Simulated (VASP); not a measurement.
# SnO2 (Cm) in VASP: single point with PBE+D3(BJ)

Aim: the single point of SnO2 with PBE+D3(BJ).

Program: VASP 6.6.1. These are calculated values, not measurements. Logs are shortened: lines on timing, memory, paths and dates and some standing lists are left out, and cuts for length are marked.

## 1. The cell of the first run

It takes space group Cm (No. 8, monoclinic). The conventional cell has a = 5.607 Å, b = 3.237 Å, c = 4.680 Å, α = 90.00°, β = 113.54°, γ = 90.00°. Within 2.7 Å of Sn (site symmetry m) lie 6 O at 2.00 to 2.18 Å. O (site symmetry m) has 3 Sn at 2.09 to 2.17 Å and 3 O at 2.70 to 2.77 Å within 2.8 Å. Within 2.8 Å of O (site symmetry m) lie 3 Sn at 2.00 to 2.18 Å and 3 O at 2.70 to 2.77 Å.

## 2. Single point, PBE+D3(BJ) (atoms displaced along several vibrational modes)

INCAR

```
ALGO = Normal ; EDIFF = 1E-7
ENCUT = 520 ; GGA = PE
ISIF = 2 ; ISMEAR = 0
IVDW = 12 ; LASPH = True
LCHARG = False ; LREAL = False
LWAVE = False ; NBANDS = 64
NELM = 60 ; PREC = Accurate
SIGMA = 0.05
```

KPOINTS

```
k-points
0
Gamma
  6 6 6
```

POSCAR

```
SnO2
1.0
    3.2373377712      1.8690778337      4.2908446647
   -3.2373377712      1.8690778337      4.2908446647
    0.0000000000     -3.7381556673      4.2908446647
Sn O
4 8
Direct
    0.8611646828      0.8665860456      0.8665860454
    0.3612004157      0.3665842428      0.8665904579
    0.3612004157      0.8665904581      0.3665842425
    0.8611777422      0.3665906473      0.3665906470
    0.1283806617      0.6175432823      0.6175432888
    0.6283971748      0.1175977324      0.6175606296
    0.6283971748      0.6175606231      0.1175977388
    0.6278774670      0.5986672880      0.5986672834
    0.1283904960      0.1175850779      0.1175850844
    0.1279193064      0.0986142694      0.5986438584
    0.1279193064      0.5986438630      0.0986142648
    0.6279016592      0.0986422155      0.0986422109
```

Potentials or basis: VASP PAW PBE potentials, release 64 (Sn_d, O).

The run is started by

```
$ cat potpaw_PBE.64/Sn_d/POTCAR potpaw_PBE.64/O/POTCAR > POTCAR
$ mpirun -np 1 vasp_std > vasp.out
```

OUTCAR:

```text
EDIFF = 1E-7
   ENCUT = 520
   GGA = PE
   ISIF = 2
   ISMEAR = 0
   IVDW = 12
   LASPH = True
   LREAL = False
   NELM = 60
   PREC = Accurate
 IVDW          = 12

 ion  position               nearest neighbor table
   1  0.861  0.867  0.867-  12 2.00   6 2.09   7 2.09   5 2.17  11 2.18  10 2.18   3 3.24   2 3.24
                             4 3.24   4 3.24   2 3.24   3 3.24
   2  0.361  0.367  0.867-  11 2.00   9 2.09   5 2.09   6 2.17   8 2.18  12 2.18   1 3.24   4 3.24
                             3 3.24   3 3.24   4 3.24   1 3.24
   3  0.361  0.867  0.367-  10 2.00   9 2.09   5 2.09   7 2.17   8 2.18  12 2.18   1 3.24   4 3.24
                             2 3.24   2 3.24   4 3.24   1 3.24
   4  0.861  0.367  0.367-   8 2.00   7 2.09   6 2.09   9 2.17  10 2.18  11 2.18   3 3.24   2 3.24
                             1 3.24   1 3.24   2 3.24   3 3.24
   5  0.128  0.618  0.618-   2 2.09   3 2.09   1 2.17
   6  0.628  0.118  0.618-   4 2.09   1 2.09   2 2.17
   7  0.628  0.618  0.118-   4 2.09   1 2.09   3 2.17
   8  0.628  0.599  0.599-   4 2.00   3 2.18   2 2.18
   9  0.128  0.118  0.118-   3 2.09   2 2.09   4 2.17
  10  0.128  0.099  0.599-   3 2.00   1 2.18   4 2.18
  11  0.128  0.599  0.099-   2 2.00   1 2.18   4 2.18
  12  0.628  0.099  0.099-   1 2.00   2 2.18   3 2.18

  LATTYP: Found a trigonal (rhomboedric) cell.
 ALAT       =     5.6907957027
 COS(alpha) =     0.3527679204

  Lattice vectors:

 A1 = (   3.2373377712,   1.8690778337,   4.2908446647)
 A2 = (  -3.2373377712,   1.8690778337,   4.2908446647)
 A3 = (   0.0000000000,  -3.7381556673,   4.2908446647)

Analysis of symmetry for initial positions (statically):
=====================================================================
 Subroutine PRICEL returns:
 Original cell was already a primitive cell.

 Routine SETGRP: Setting up the symmetry group for a
 trigonal (rhombohedral) supercell.

 Subroutine GETGRP returns: Found  2 space group operations
 (whereof  2 operations were pure point group operations)
 out of a pool of 12 trial point group operations.

The static configuration has the point symmetry C_1h.

Analysis of symmetry for dynamics (positions and initial velocities):
=====================================================================
 Subroutine PRICEL returns:
 Original cell was already a primitive cell.

 Routine SETGRP: Setting up the symmetry group for a
 trigonal (rhombohedral) supercell.

[... 135 lines left out ...]
   NELECT =     104.0000    total number of electrons
   NUPDOWN=      -1.0000    fix difference up-down
   EMIN   =  10.00;   EMAX   =-10.00  energy-range for DOS
   EFERMI =   0.00;   METHOD = LEGACY
   ISMEAR =     0;   SIGMA  =   0.05  broadening in eV -4-tet -1-fermi 0-gaus
   EFERMI_NEDOS =   21; number of points for ismear=-14 and -15
   IALGO  =     38    algorithm
   IMIX   =      4    mixing-type and parameters
     AMIX     =   0.40;   BMIX     =  1.00
     AMIX_MAG =   1.60;   BMIX_MAG =  1.00
  volume/ion in A,a.u.               =      12.98        87.60
  Fermi-wavevector in a.u.,A,eV,Ry     =   1.430813  2.703844 27.854188  2.047225
  Thomas-Fermi vector in A             =   2.550617
   LORBIT       =      0    0 simple, 1 ext, 2 COOP (PROOUT), +10 PAW based schemes
   GGA     = PE    functional components
   LHFCALC =     F    Hartree Fock is set to
   AEXX    =    0.0000 exact exchange contribution
   IVDW    =    12    specifies the selected vdW correction
   LEPSILON=     F    determine dielectric tensor
   LRPA    =     F    only Hartree local field effects (RPA)
 non-spin polarized calculation
 Gauss-broadening in eV      SIGMA  =   0.05
  energy-cutoff  :      520.00
  volume of cell :      155.78
 maximum number of plane-waves:      4212
   NGX = 21   NGY = 21   NGZ = 21

 number of electron     103.9999989 magnetization

 Free energy of the ion-electron system (eV)
  ---------------------------------------------------
  ext. energy  EPLUGINS =         0.00000000
  ---------------------------------------------------
  free energy    TOTEN  =       -72.30016618 eV

  energy without entropy =      -72.30016618  energy(sigma->0) =      -72.30016618

 E-fermi :   5.1138     XC(G=0): -10.7287

 val. band max:        4.8704692061   @ k =   0.0000   0.0000   0.0000
 cond. band min:       6.4099277437   @ k =   0.0000   0.0000   0.0000
 fundamental gap:      1.5394585375
 Fermi energy:         5.1137785357

 k-point     1 :       0.0000    0.0000    0.0000
  band No.  band energies     occupation
      1     -15.9814      2.00000
      2     -15.9582      2.00000
      3     -15.9577      2.00000
      4     -15.3992      2.00000
      5     -15.1984      2.00000
      6     -15.1436      2.00000
[... 1597 lines left out ...]
     63      14.3012      0.00000
     64      14.6642      0.00000

 [... further k-points ...]

------------------------ aborting loop because EDIFF is reached ----------------------------------------

 Edisp (eV)   -2.41285

 E8    (eV) :    -0.9593

  FORCE on cell =-STRESS in cart. coord.  units (eV):
  Direction    XX          YY          ZZ          XY          YZ          ZX
  --------------------------------------------------------------------------------------
  -------------------------------------------------------------------------------------
  Total       2.72305     1.71275     1.44929     0.87495    -2.04089    -3.53492
  in kB      28.00635    17.61547    14.90584     8.99877   -20.99039   -36.35643
  external pressure =       20.18 kB  Pullay stress =        0.00 kB

 VOLUME and BASIS-vectors are now :
 -----------------------------------------------------------------------------
  energy-cutoff  :      520.00
  volume of cell :      155.78
      direct lattice vectors                 reciprocal lattice vectors
     3.237337771  1.869077834  4.290844665     0.154447894  0.089170533  0.077684782
    -3.237337771  1.869077834  4.290844665    -0.154447894  0.089170533  0.077684782
     0.000000000 -3.738155667  4.290844665     0.000000000 -0.178341066  0.077684782

 POSITION                                       TOTAL-FORCE (eV/Angst)
 -----------------------------------------------------------------------------------
     -0.01755     -0.01013     11.13190         1.398806      0.807601     -0.204052
     -0.01743     -1.87916      6.84122         1.391674      0.806131     -0.205805
     -1.63612      0.92449      6.84122         1.393967      0.802159     -0.205805
      1.60115      0.92442      6.84115         1.395621      0.805762     -0.200400
     -1.58358     -0.91428      5.85043        -0.210043     -0.121268     -0.100376
      1.65363     -0.91422      5.85081        -0.209641     -0.122461     -0.103920
      0.03508      1.88919      5.85080        -0.210875     -0.120324     -0.103920
      0.09456      0.05460      7.83170        -1.182154     -0.682517      0.305967
      0.03498      0.02020      1.55998        -0.209409     -0.120902     -0.103675
      0.09487     -1.81442      3.54071        -1.186887     -0.685106      0.307438
     -1.52389      0.98937      3.54071        -1.186763     -0.685322      0.307438
      1.71339      0.98923      3.54075        -1.184295     -0.683753      0.307109
 -----------------------------------------------------------------------------------
    total drift:                                0.001605      0.000953      0.000198

  FREE ENERGIE OF THE ION-ELECTRON SYSTEM (eV)
  ---------------------------------------------------
  free  energy   TOTEN  =       -74.7130172100 eV

  energy  without entropy=      -74.7130172100  energy(sigma->0) =      -74.71301721
```

Wall time 6.2 min (1 thread of Intel Xeon 6975P-C (Granite Rapids), shared host); peak memory 0.57 GiB.

What came out:

| Property | Result |
| --- | --- |
| Free energy | -74.7130 eV |
| Pressure | 2.0 GPa |
| Largest force | 1.628 eV/Å |
| Band gap on the k mesh | 1.54 eV |
| Dispersion energy per atom | -0.201 eV |

Forces in eV/Å, atoms in the order of the input:
```
Sn   1.399  0.808 -0.204
Sn   1.392  0.806 -0.206
Sn   1.394  0.802 -0.206
Sn   1.396  0.806 -0.200
O   -0.210 -0.121 -0.100
O   -0.210 -0.122 -0.104
O   -0.211 -0.120 -0.104
O   -1.182 -0.683  0.306
O   -0.209 -0.121 -0.104
O   -1.187 -0.685  0.307
O   -1.187 -0.685  0.307
O   -1.184 -0.684  0.307
```

Stress tensor (GPa, compression positive):
```
 2.80  0.90 -3.64
 0.90  1.76 -2.10
-3.64 -2.10  1.49
```

Levels at points of the mesh, in eV from the valence-band top:
```csv
k point,band 48,band 49,band 50,band 51,band 52,band 53,band 54,band 55,band 56,band 57
"(0.00, 0.00, 0.00)",-0.56,-0.10,-0.04,-0.04,0.00,1.54,4.70,4.70,4.89,5.46
"(0.50, 0.00, 0.00)",-0.57,-0.35,-0.35,-0.10,-0.10,4.12,4.12,5.48,5.48,6.63
"(0.00, 0.50, 0.00)",-0.51,-0.43,-0.43,-0.07,-0.07,4.01,4.01,5.54,5.54,6.65
"(0.50, 0.50, 0.00)",-0.91,-0.58,-0.58,-0.15,-0.15,4.42,4.42,5.56,5.56,7.37
"(0.00, 0.50, 0.50)",-0.88,-0.59,-0.59,-0.20,-0.20,4.51,4.51,5.45,5.45,7.41
"(0.50, 0.50, 0.50)",-1.04,-0.99,-0.94,-0.93,-0.93,3.45,5.19,5.19,5.42,5.75
```

Caveat: the cell differs from its parent crystal (atoms displaced along several vibrational modes); spin-orbit coupling is left out, which moves the levels of the heavy elements; forces of over 1 eV/Å act on the atoms, so gaps and moduli don't describe the material at rest.
